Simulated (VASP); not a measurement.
Input of a VASP 6.6.1 run:

The input INCAR:

```
PREC = Accurate
ENCUT = 600
EDIFF = 1E-6
ISMEAR = 0
SIGMA = 0.01
LREAL = F
LASPH = T
NELM = 120
ALGO = Normal
ISIF = 2
LWAVE = F
LCHARG = F
GGA = CA
NBANDS = 11
GGA_COMPAT = F
```

KPOINTS

```
Automatic mesh
0
Gamma
  12 12 12
```

The input POSCAR:

```
MgO
1.0
    2.0929765362      0.0000000000      0.0000000000
    0.0000000000      2.0929765362      0.0000000000
    0.0000000000      0.0000000000      2.0929765362
Mg O
1 1
Direct
    0.0000000000      0.0000000000      0.0000000000
    0.5000000000      0.5000000000      0.5000000000
```

Potentials or basis: VASP PAW LDA potentials, release 64 (Mg, O).

The run is started by

```sh
$ cat potpaw_LDA.64/Mg/POTCAR potpaw_LDA.64/O/POTCAR > POTCAR
$ mpirun -np 1 vasp_std > vasp.out
```

Problem. Estimate the pressure.

Solution. 402.1 GPa.

Problem. Estimate the band gap on the k mesh.

Solution. 7.15 eV, direct.

 A k mesh can miss the band edges.
